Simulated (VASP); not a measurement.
Input of a VASP 6.6.1 run:

The input INCAR:

```
PREC = Accurate
ENCUT = 690
EDIFF = 1E-6
ISMEAR = -1
SIGMA = 0.15
LREAL = False
LASPH = True
NELM = 120
ALGO = Normal
ISIF = 2
LWAVE = False
LCHARG = False
GGA = PS
NBANDS = 23
GGA_COMPAT = False
```

File KPOINTS:

```
regular mesh
0
Gamma
  13 13 7
```

POSCAR

```
Fe
1.0
    0.0000000000      1.9417400000      1.9651050000
    1.4984400000      0.0000000000      1.9651050000
    2.9968790000      3.8834790000      0.0000000000
Fe
2
Direct
    0.0000000000      0.0000000000      0.0000000000
    0.0000000000      0.0000000000      0.5000000000
```

Potentials or basis: VASP PAW PBE potentials, release 64 (Fe_sv).

Command:

```bash
$ cat potpaw_PBE.64/Fe_sv/POTCAR > POTCAR
$ mpirun -np 1 vasp_std > vasp.out
```

(1) What does it give for the band gap on the k mesh?

(2) Predict the pressure.

## Answers

(1) zero (bands 16 and 17 overlap by 1.63 eV).

(2) -28.4 GPa.

Caveat: the stress differs along the axes, from -35 to -17 GPa; the PAW data sets were made with another functional, which shifts forces and pressure a little; the run has no spin polarisation, though such a crystal can be magnetic.
